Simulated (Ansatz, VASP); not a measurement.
# MgH2: VASP beside Ansatz

```
Mg H
1.0
     3.01971    0.00000    0.00000
    -1.50986    2.61515    0.00000
     0.00000    0.00000   10.11816
Mg H
2 4
Direct
  0.33333 0.66667 0.37496
  0.66667 0.33333 0.87496
  0.33333 0.66667 0.96705
  0.66667 0.33333 0.46705
  0.00000 0.00000 0.28299
  0.00000 0.00000 0.78299
```

Alike in both runs: functional PBE; k mesh 12 × 12 × 4; occupations gaussian, width 0.02 eV; no spin polarisation.

Ansatz relaxed the structure, and its values are those at the end. VASP's run is a single point on that final structure, the one shown.

```csv
,VASP,Ansatz
version,VASP 6.6.1,Ansatz 0.2.0
potentials or method,"VASP PAW PBE potentials, release 64 (Mg, H), cutoff 520 eV","scalar-relativistic, plane waves, PAW"
valence electrons in the cell,8,24
```

|  | VASP | Ansatz | Ansatz less VASP |
| --- | --- | --- | --- |
| gap on the k mesh at the Fermi level (eV) | 4.44 | 4.44 | +0.006 |
| least direct gap on the mesh (eV) | 4.70 | 4.70 | +0.006 |
| pressure (GPa) | -0.2 | 0.0 | +0.20 |

VASP's potentials hold 8 valence electrons a cell and Ansatz's 24, so a difference there can come from the potentials and not from the codes.
